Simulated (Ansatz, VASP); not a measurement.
## Na: VASP beside Ansatz

```
Na
1.0
     3.76700    0.00000    0.00000
    -1.88350    3.26232    0.00000
     0.00000    0.00000    6.15400
Na
2
Cartesian
  0.0000 2.1749 1.5385
  1.8835 1.0874 4.6155
```

Alike in both runs: functional r2SCAN; k mesh 14 × 14 × 8; occupations fermi-dirac, width 0.08 eV; no spin polarisation.

Ansatz relaxed the structure, and its values are those at the end. VASP's run is a single point on that final structure, the one shown.

|  | VASP | Ansatz |
| --- | --- | --- |
| version | VASP 6.6.1 | Ansatz 0.2.0 |
| potentials or method | VASP PAW PBE potentials, release 64 (Na_pv) | PAW with Ansatz's default frozen-core files, scalar-relativistic |
| plane-wave cutoff (eV) | 520 | 500 |
| valence electrons in the cell | 14 | 18 |

```tsv
	VASP	Ansatz	Ansatz less VASP
pressure (GPa)	0.0	0.0	-0.04
```

VASP's potentials were made for PBE, not for r2SCAN. VASP's potentials hold 14 valence electrons a cell and Ansatz's 18, so a difference there can come from the potentials and not from the codes.
